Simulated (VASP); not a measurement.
A run of VASP 6.6.1:

File INCAR:

```
PREC = Accurate
ENCUT = 520
EDIFF = 1E-6
ISMEAR = -1
SIGMA = 0.1
LREAL = False
LASPH = True
NELM = 80
ALGO = Normal
ISIF = 2
LWAVE = False
LCHARG = False
GGA = RE
NBANDS = 8
```

KPOINTS

```
Automatic mesh
0
Gamma
  21 21 21
```

POSCAR

```
B
1.0
   -1.1895252737      1.1895252737      1.1895252737
    1.1895252737     -1.1895252737      1.1895252737
    1.1895252737      1.1895252737     -1.1895252737
B
1
Direct
    0.0000000000      0.0000000000      0.0000000000
```

Potentials or basis: VASP PAW PBE potentials, release 64 (B).

Command:

```bash
$ cat potpaw_PBE.64/B/POTCAR > POTCAR
$ mpirun -np 1 vasp_std > vasp.out
```

Hardware: 1 thread of Intel Xeon 8259CL, with other jobs on the host.

Q: How long does it take, and how much memory?

A: Run time: 13 s on 1 thread of Intel Xeon 8259CL, with other jobs on the host, peak memory 0.12 GiB. Counts: scf iterations 10, k points 286.
